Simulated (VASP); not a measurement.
Set up this calculation in VASP 6.6.1, as the native input.

```
Task                   : relaxation of cell and atoms
Functional             : LDA
Potentials or basis    : VASP PAW LDA potentials, release 64 (Li_sv)
Cutoff                 : 600 eV
k mesh                 : 10 × 10 × 10
Occupations            : methfessel-paxton, width 0.1 eV
Spin                   : no spin polarisation
Dipole correction      : no
Further INCAR settings : ALGO = Normal; EDIFF = 1e-06; IBRION = 2; EDIFFG = -0.02; NSW = 80; ISIF = 3
```

The structure of Li lies in POSCAR:

```
Li
1.0
   -1.7546500000      1.7546500000      1.7546500000
    1.7546500000     -1.7546500000      1.7546500000
    1.7546500000      1.7546500000     -1.7546500000
Li
1
Direct
    0.0000000000      0.0000000000      0.0000000000
```

The input as run:

INCAR

```
PREC = Accurate ; ENCUT = 600
EDIFF = 1E-6 ; ISMEAR = 1
SIGMA = 0.1 ; LREAL = False
LASPH = True ; NELM = 80
ALGO = Normal ; ISIF = 3
LWAVE = False ; LCHARG = False
GGA = CA ; IBRION = 2
NSW = 80 ; EDIFFG = -0.02
```

KPOINTS

```
regular mesh
0
Gamma
  10 10 10
```

Potentials or basis: VASP PAW LDA potentials, release 64 (Li_sv).

The run is started by

```console
$ cat potpaw_LDA.64/Li_sv/POTCAR > POTCAR
$ mpirun -np 1 vasp_std > vasp.out
```

It gave:

```json
{
 "Relaxed volume": "18.77 Å³/atom",
 "Relaxed cell": "a = 2.900 Å, b = 2.900 Å, c = 2.900 Å, α = 109.47°, β = 109.47°, γ = 109.47°",
 "Space group after relaxing (to 0.1 Å)": "Im-3m (No. 229)",
 "Energy gained by relaxing": "16.0 meV/atom",
 "Ionic steps": "4",
 "Pressure after relaxing": "0.0 GPa",
 "Band gap on the k mesh": "zero (an odd number of electrons rules out a gap without spin polarisation)"
}
```

Caveat: the cutoff is under 1.25 times the usual one of these potentials, so pressure, stress and relaxed cells hold a basis-set (Pulay) error.

It took 5.4 s on 1 thread of AMD EPYC 9R45 96-Core Processor (Zen 5), with other jobs on the host, peak memory 0.09 GiB.
